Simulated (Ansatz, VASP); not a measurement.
# Two plane-wave programs on ScAl3

The input INCAR:

```
PREC     = Accurate       # precision mode
ENCUT    = 520            # plane-wave cutoff, eV
EDIFF    = 1E-6           # SCF threshold, eV
ISMEAR   = 0              # smearing method
SIGMA    = 0.15           # smearing width, eV
LREAL    = False          # projectors in reciprocal space
LASPH    = True           # aspherical terms in the spheres
NELM     = 100            # most SCF steps
ALGO     = Fast           # electronic algorithm
ISIF     = 2              # what is computed and relaxed
LWAVE    = False          # write WAVECAR
LCHARG   = False          # write CHGCAR
GGA      = PE             # functional
NBANDS   = 18             # bands
```

File KPOINTS:

```
Automatic mesh
0
Gamma
  12 12 12
```

POSCAR

```
ScAl3
1.0
    4.1053305968      0.0000000000      0.0000000000
    0.0000000000      4.1053305968      0.0000000000
    0.0000000000      0.0000000000      4.1053305968
Sc Al
1 3
Direct
    0.0000000000      0.0000000000      0.0000000000
    0.5452132966      0.0452132966      0.5000000000
    0.0452132966      0.5452132966      0.5000000000
    0.5452132966      0.5452132966      0.0000000000
```

Input for Ansatz:

```yaml
crystal:
  lattice:
    - [4.1053305968, 0.0, 0.0]
    - [0.0, 4.1053305968, 0.0]
    - [0.0, 0.0, 4.1053305968]
  atoms:
    - { symbol: Sc, position: [0.0, 0.0, 0.0] }
    - { symbol: Al, position: [0.5452132966, 0.0452132966, 0.5] }
    - { symbol: Al, position: [0.0452132966, 0.5452132966, 0.5] }
    - { symbol: Al, position: [0.5452132966, 0.5452132966, 0.0] }
basis:
  ecutwfc: 420
kpoints:
  mp_grid: { grid: [12, 12, 12] }
hamiltonian:
  xc: pbe
scf:
  occupations: { method: gaussian, width: 0.15 }
output:
  forces: true
  stress: true
  eigenvalues: true
```

Change from the starting cell: all Al atoms moved +0.263 Å, as atom 2 along Cartesian [1 1 0].

Alike in both runs: task single point; functional PBE; k mesh 12 × 12 × 12; occupations gaussian, width 0.15 eV; no spin polarisation.

```csv
,VASP,Ansatz
version,VASP 6.6.1,Ansatz 0.2.0
potentials or method,"VASP PAW PBE potentials, release 64 (Sc_sv, Al), cutoff 520 eV","scalar-relativistic, plane waves, PAW"
valence electrons in the cell,20,20
```

```tsv
	VASP	Ansatz	Ansatz less VASP
gap on the k mesh at the Fermi level (eV)	none	none	-
pressure (GPa)	1.8	1.8	-0.03
traceless stress, the component that is largest in VASP (GPa)	1.21	1.21	-0.002
rms of the force components (eV/Å)	0.881	0.878	-0.0030
```

Atom by atom the forces differ by 0.003 eV/Å (rms over components). A gap of «none» marks a metal or a gap that the smearing closes.
